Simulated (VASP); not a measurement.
Sn5Ge3Te8, 16 atoms in the cell. It takes space group R-3m (No. 166, trigonal). Conventional cell: a = 8.695 Å, b = 8.695 Å, c = 21.309 Å, α = 90.00°, β = 90.00°, γ = 120.00°. Ge (site symmetry 2/m) has 6 Te at 3.00 Å within 4.0 Å. Sn (site symmetry -3m) has 6 Te at 3.08 Å within 4.0 Å. Sn (site symmetry -3m) has 6 Te at 3.08 Å within 4.0 Å. Within 4.1 Å of Sn (site symmetry 2/m) lie 6 Te at 3.15 Å. Within 4.6 Å of Te (site symmetry m) lie 2 Ge at 3.00 Å and 4 Sn at 3.08 to 3.15 Å and 12 Te at 4.14 to 4.56 Å. Within 4.6 Å of Te (site symmetry 3m) lie 3 Ge at 3.00 Å and 3 Sn at 3.15 Å and 12 Te at 4.14 to 4.56 Å. 

```yaml
Program: VASP 6.6.1
Task: relaxation of cell and atoms
Functional: PBEsol
Potentials_or_basis: VASP PAW PBE potentials, release 64 (Ge_d, Sn_d, Te)
Cutoff: 600 eV
k_mesh: 6 × 6 × 5
Occupations: gaussian, width 0.03 eV
Spin: no spin polarisation
Further_INCAR_settings: ALGO = Normal; EDIFF = 1e-07; IBRION = 2; EDIFFG = -0.005; NSW = 90; ISIF = 3
```

Potentials or basis: VASP PAW PBE potentials, release 64 (Ge_d, Sn_d, Te).

The run is started by

```bash
$ cat potpaw_PBE.64/Ge_d/POTCAR potpaw_PBE.64/Sn_d/POTCAR potpaw_PBE.64/Te/POTCAR > POTCAR
$ mpirun -np 4 vasp_std > vasp.out
```

Hardware: 4 MPI ranks on Intel(R) Xeon(R) Platinum 8375C CPU @ 2.90GHz (Ice Lake), on a shared host.

How long does it take, and how much memory?

Wall time 39 min on 4 MPI ranks on Intel(R) Xeon(R) Platinum 8375C CPU @ 2.90GHz (Ice Lake), on a shared host, peak memory 2.3 GiB a rank. Counts: scf iterations 21, k points 55, ion steps 2.
